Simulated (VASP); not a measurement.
A run of VASP 6.6.1 is set up as follows.

File INCAR:

```
PREC = Accurate
ENCUT = 520
EDIFF = 1E-6
ISMEAR = 0
SIGMA = 0.03
LREAL = False
LASPH = True
NELM = 100
ALGO = Normal
ISIF = 2
LWAVE = False
LCHARG = False
GGA = PE
NBANDS = 17
```

The input KPOINTS:

```
Automatic mesh
0
Gamma
  10 10 10
```

POSCAR

```
SnTe
1.0
    0.0000000000      3.1565000000      3.2354125000
    3.1565000000      0.0000000000      3.2354125000
    3.1565000000      3.1565000000      0.0000000000
Sn Te
1 1
Direct
    0.0000000000      0.0000000000      0.0000000000
    0.5000000000      0.5000000000      0.5000000000
```

Potentials or basis: VASP PAW PBE potentials, release 64 (Sn_d, Te).

Run with:

```console
$ cat potpaw_PBE.64/Sn_d/POTCAR potpaw_PBE.64/Te/POTCAR > POTCAR
$ mpirun -np 1 vasp_std > vasp.out
```

**Question.** What does it give for the pressure?

**Answer.** 0.9 GPa.

**Question.** What does it give for the band gap on the k mesh?

**Answer.** 0.04 eV.

Stress tensor (GPa, compression positive):
```
 1.82  0.00  0.00
 0.00  1.82  0.00
 0.00  0.00 -1.01
```

Caveat: the cell differs from its parent crystal (strain +0.000 along x and y, +0.025 along z); spin-orbit coupling is left out, which moves the levels of the heavy elements. A k mesh can miss the band edges.
